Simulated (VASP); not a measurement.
# RbBr (Fm-3m) in VASP: a series of runs, part 2 of 2

VASP 6.6.1.

**3. Single point, HSE06**

This run uses another cell than the first one, of 42.40 Å³/atom.

File POSCAR:

```
RbBr
1.0
    0.0000000000      3.4870370905      3.4870370905
    3.4870370905      0.0000000000      3.4870370905
    3.4870370905      3.4870370905      0.0000000000
Rb Br
1 1
Direct
    0.0000000000      0.0000000000      0.0000000000
    0.5000000000      0.5000000000      0.5000000000
```

File INCAR.step1:

```
  PREC = Accurate
  ENCUT = 520
  EDIFF = 1E-5
  ISMEAR = -1
  SIGMA = 0.02
  LREAL = F
  LASPH = T
  NELM = 60
  ALGO = Normal
  ISIF = 2
  LWAVE = T
  LCHARG = F
  NBANDS = 15
  GGA = PE
```

File INCAR.step2:

```
  PREC = Accurate
  ENCUT = 520
  EDIFF = 1E-6
  ISMEAR = -1
  SIGMA = 0.02
  LREAL = F
  LASPH = T
  NELM = 60
  ALGO = Normal
  ISIF = 2
  LWAVE = F
  LCHARG = F
  GGA = PE
  LHFCALC = T
  HFSCREEN = 0.2079
  PRECFOCK = Normal
  NBANDS = 15
  ISTART = 1
```

File KPOINTS:

```
Automatic mesh
0
Gamma
  4 4 4
```

Potentials or basis: VASP PAW PBE potentials, release 64 (Rb_sv, Br).

The run is started by

```sh
cat potpaw_PBE.64/Rb_sv/POTCAR potpaw_PBE.64/Br/POTCAR > POTCAR
cp INCAR.step1 INCAR
mpirun -np 1 vasp_std > vasp.out
cp INCAR.step2 INCAR
mpirun -np 1 vasp_std > vasp.out
```

OUTCAR:

```text
PREC = Accurate
   ENCUT = 520
   EDIFF = 1E-6
   ISMEAR = -1
   LREAL = F
   LASPH = T
   NELM = 60
   ISIF = 2
   GGA = PE
   LHFCALC = T
   HFSCREEN = 0.2079
   PRECFOCK = Normal
   ISTART = 1

 ion  position               nearest neighbor table
   1  0.000  0.000  0.000-   2 3.49   2 3.49   2 3.49   2 3.49   2 3.49   2 3.49
   2  0.500  0.500  0.500-   1 3.49   1 3.49   1 3.49   1 3.49   1 3.49   1 3.49

  LATTYP: Found a face centered cubic cell.
 ALAT       =     6.9740741810

  Lattice vectors:

 A1 = (   0.0000000000,   3.4870370905,   3.4870370905)
 A2 = (   3.4870370905,   0.0000000000,   3.4870370905)
 A3 = (   3.4870370905,   3.4870370905,   0.0000000000)

Analysis of symmetry for initial positions (statically):
=====================================================================
 Subroutine PRICEL returns:
 Original cell was already a primitive cell.

 Routine SETGRP: Setting up the symmetry group for a
 face centered cubic supercell.

 Subroutine GETGRP returns: Found 48 space group operations
 (whereof 48 operations were pure point group operations)
 out of a pool of 48 trial point group operations.

The static configuration has the point symmetry O_h .

Analysis of symmetry for dynamics (positions and initial velocities):
=====================================================================
 Subroutine PRICEL returns:
 Original cell was already a primitive cell.

 Routine SETGRP: Setting up the symmetry group for a
 face centered cubic supercell.

 Subroutine GETGRP returns: Found 48 space group operations
 (whereof 48 operations were pure point group operations)
 out of a pool of 48 trial point group operations.

The dynamic configuration has the point symmetry O_h .
[... 112 lines left out ...]
   NKREDY  =     1    reduce k-point grid by
   NKREDZ  =     1    reduce k-point grid by
   AEXX    =    0.2500 exact exchange contribution
   HFSCREEN=    0.2079 screening length (either q_TF or 0.3 A-1)
   HFSCREENC=   0.2079 screening length for correlation (either q_TF or 0.3 A-1)
   ENCUTFOCK=  -1.0 apply spherical cutoff to Coloumb kernel
   IVDW    =     0    specifies the selected vdW correction
   LEPSILON=     F    determine dielectric tensor
   LRPA    =     F    only Hartree local field effects (RPA)
 non-spin polarized calculation
  energy-cutoff  :      520.00
  volume of cell :       84.80
 maximum number of plane-waves:      2284
 NGX is ok and might be reduce to    40
  NGX = 28; NGY = 28; NGZ = 28

 number of electron      15.9999998 magnetization

 Free energy of the ion-electron system (eV)
  ---------------------------------------------------
  ext. energy  EPLUGINS =         0.00000000
  ---------------------------------------------------
  free energy    TOTEN  =        -7.07442181 eV

  energy without entropy =       -7.07442181  energy(sigma->0) =       -7.07442181

 E-fermi :  -2.2940     XC(G=0):  -5.9137

 val. band max:       -2.8128965236   @ k =   0.0000   0.0000   0.0000
 cond. band min:       2.5694589701   @ k =   0.0000   0.0000   0.0000
 fundamental gap:      5.3823554938
 Fermi energy:        -2.2940361896

 k-point     1 :       0.0000    0.0000    0.0000
  band No.  band energies     occupation
      1     -29.0173      2.00000
      2     -15.9613      2.00000
      3     -11.9279      2.00000
      4     -11.9279      2.00000
      5     -11.9279      2.00000
      6      -2.8129      2.00000
      7      -2.8129      2.00000
      8      -2.8129      2.00000
      9       2.5695      0.00000
     10       5.7031      0.00000
     11       5.7031      0.00000
     12       5.7031      0.00000
     13       6.6435      0.00000
     14       6.6435      0.00000
[... 113 lines left out ...]
      2     -15.9299      2.00000
      3     -12.0362      2.00000
      4     -12.0362      2.00000
      5     -11.9095      2.00000
      6      -3.2713      2.00000
      7      -3.1637      2.00000
      8      -3.1637      2.00000
      9       5.4004      0.00000
     10       5.4004      0.00000
     11       6.5516      0.00000
     12       6.9664      0.00000
     13       9.3191      0.00000
     14       9.3758      0.00000
     15       9.3789      0.00000

------------------------ aborting loop because EDIFF is reached ----------------------------------------

  FORCE on cell =-STRESS in cart. coord.  units (eV):
  Direction    XX          YY          ZZ          XY          YZ          ZX
  --------------------------------------------------------------------------------------
  -------------------------------------------------------------------------------------
  Total        0.0064868      0.0064868      0.0064868      0.0000000      0.0000000     -0.0000000
  in kB        0.1225570      0.1225570      0.1225570      0.0000000      0.0000000     -0.0000000
  external PRESSURE =       0.1225570 kB  Pullay stress =       0.0000000 kB

 VOLUME and BASIS-vectors are now :
 -----------------------------------------------------------------------------
  energy-cutoff  :      520.00
  volume of cell :       84.80
      direct lattice vectors                 reciprocal lattice vectors
     0.000000000  3.487037090  3.487037090    -0.143388208  0.143388208  0.143388208
     3.487037090  0.000000000  3.487037090     0.143388208 -0.143388208  0.143388208
     3.487037090  3.487037090  0.000000000     0.143388208  0.143388208 -0.143388208

 POSITION                                       TOTAL-FORCE (eV/Angst)
 -----------------------------------------------------------------------------------
      0.00000      0.00000      0.00000        -0.000000     -0.000000     -0.000000
      3.48704      3.48704      3.48704         0.000000      0.000000      0.000000
 -----------------------------------------------------------------------------------
    total drift:                                0.000000      0.000000      0.000000

  FREE ENERGIE OF THE ION-ELECTRON SYSTEM (eV)
  ---------------------------------------------------
  free  energy   TOTEN  =        -7.0744218056 eV

  energy  without entropy=       -7.0744218056  energy(sigma->0) =       -7.07442181
```

OUTCAR.step1:

```text
PREC = Accurate
   ENCUT = 520
   EDIFF = 1E-5
   ISMEAR = -1
   LREAL = F
[... 347 lines left out ...]
      0.00000      0.00000      0.00000         0.000000      0.000000      0.000000
      3.48704      3.48704      3.48704        -0.000000     -0.000000     -0.000000
 -----------------------------------------------------------------------------------
    total drift:                                0.000000     -0.000000     -0.000000

  FREE ENERGIE OF THE ION-ELECTRON SYSTEM (eV)
  ---------------------------------------------------
  free  energy   TOTEN  =        -6.1139716491 eV

  energy  without entropy=       -6.1139716491  energy(sigma->0) =       -6.11397165
```

OSZICAR.step1:

```text
N       E                     dE             d eps       ncg     rms          rms(c)
DAV:   1     0.838243617947E+02    0.83824E+02   -0.65085E+03   240   0.902E+02
DAV:   2     0.606201063104E-01   -0.83764E+02   -0.74663E+02   341   0.157E+02
DAV:   3    -0.614289618403E+01   -0.62035E+01   -0.61596E+01   303   0.441E+01
DAV:   4    -0.634560253298E+01   -0.20271E+00   -0.20262E+00   381   0.687E+00
DAV:   5    -0.634675891583E+01   -0.11564E-02   -0.11564E-02   303   0.537E-01    0.267E+00
DAV:   6    -0.611919472791E+01    0.22756E+00   -0.27945E-01   303   0.235E+00    0.175E+00
DAV:   7    -0.610070518901E+01    0.18490E-01   -0.12982E-01   310   0.171E+00    0.915E-01
DAV:   8    -0.611311851565E+01   -0.12413E-01   -0.14539E-02   262   0.710E-01    0.116E-01
DAV:   9    -0.611350832015E+01   -0.38980E-03   -0.72478E-04   338   0.134E-01    0.726E-02
DAV:  10    -0.611397301513E+01   -0.46469E-03   -0.63222E-04   254   0.135E-01    0.303E-02
DAV:  11    -0.611397164913E+01    0.13660E-05   -0.39411E-05   318   0.308E-02
   1 F= -.61139716E+01 E0= -.61139716E+01  d E =-.695975E-12
```

It took 6.8 min on 1 thread of Intel Xeon Platinum 8488C (Sapphire Rapids), shared host; peak memory 0.35 GiB.

Results:

```yaml
Free_energy: -7.0744 eV
Pressure: 0.0 GPa
Band_gap_on_the_k_mesh: 5.38 eV
```

Levels at points of the mesh, in eV from the valence-band top:
```tsv
k point	band 6	band 7	band 8	band 9	band 10	band 11
(0.00, 0.00, 0.00)	0.00	0.00	0.00	5.38	8.52	8.52
(0.50, 0.00, 0.00)	-0.93	-0.32	-0.32	7.81	8.78	10.74
(0.50, 0.50, 0.00)	-0.48	-0.17	-0.17	6.80	8.21	10.15
```

Caveat: the PAW data sets were made with another functional, which shifts forces and pressure a little.
